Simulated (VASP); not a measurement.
AlRu, 2 atoms in the cell. Symmetry: P4/mmm, No. 123, tetragonal system. Conventional cell: a = 2.992 Å, b = 2.992 Å, c = 3.096 Å, α = 90.00°, β = 90.00°, γ = 90.00°. Within 3.5 Å of Al (site symmetry 4/mmm) lie 8 Ru at 2.62 Å and 6 Al at 2.99 to 3.10 Å. Within 3.5 Å of Ru (site symmetry 4/mmm) lie 8 Al at 2.62 Å and 6 Ru at 2.99 to 3.10 Å.  This cell differs from its parent crystal: strain +0.0350 x Voigt [1, 0, 0, 0, 0, 0].

| Item | Value |
| --- | --- |
| Program | VASP 6.6.1 |
| Task | single point |
| Functional | PBEsol |
| Potentials or basis | VASP PAW PBE potentials, release 64 (Al, Ru_pv) |
| Cutoff | 520 eV |
| k mesh | 16 × 16 × 16 |
| Occupations | gaussian, width 0.15 eV |
| Spin | no spin polarisation |
| Dipole correction | no |
| Further INCAR settings | ALGO = Fast; EDIFF = 1e-07; NBANDS = 16 |

Potentials or basis: VASP PAW PBE potentials, release 64 (Al, Ru_pv).

The run is started by

```sh
$ cat potpaw_PBE.64/Al/POTCAR potpaw_PBE.64/Ru_pv/POTCAR > POTCAR
$ mpirun -np 1 vasp_std > vasp.out
```

Hardware: 1 thread of AMD EPYC 9R45 96-Core Processor (Zen 5), with other jobs on the host.

Problem. How long does it take, and how much memory?

Solution. It took 86 s on 1 thread of AMD EPYC 9R45 96-Core Processor (Zen 5), with other jobs on the host, peak memory 0.25 GiB. Counts: scf iterations 14, k points 405.
